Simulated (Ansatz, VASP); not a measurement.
**Re: VASP beside Ansatz**

```
Re
1.0
     0.00000    2.81744    2.81744
     2.81744    0.00000    2.81744
     2.81744    2.81744    0.00000
Re
2
Cartesian
  0.7044 0.7044 0.7044
  4.9305 4.9305 4.9305
```

Alike in both runs: task single point; functional LDA; k mesh 11 × 11 × 11; occupations fermi-dirac, width 0.1 eV; no spin polarisation.

```csv
,VASP,Ansatz
version,VASP 6.6.1,Ansatz 0.2.0
potentials or method,"VASP PAW LDA potentials, release 64 (Re), cutoff 520 eV","plane waves (420 eV) with PAW, scalar-relativistic"
valence electrons in the cell,14,30
```

```csv
,VASP,Ansatz,Ansatz less VASP
pressure (GPa),-8.5,-7.3,+1.18
```

Ansatz warns that its potentials were made for another functional, while VASP's fit it. LDA's correlation is that of Perdew and Zunger in VASP and of Perdew and Wang (1992) in Ansatz. VASP's potentials hold 14 valence electrons a cell and Ansatz's 30, so a difference there can come from the potentials and not from the codes.

Spin-orbit coupling is off throughout.
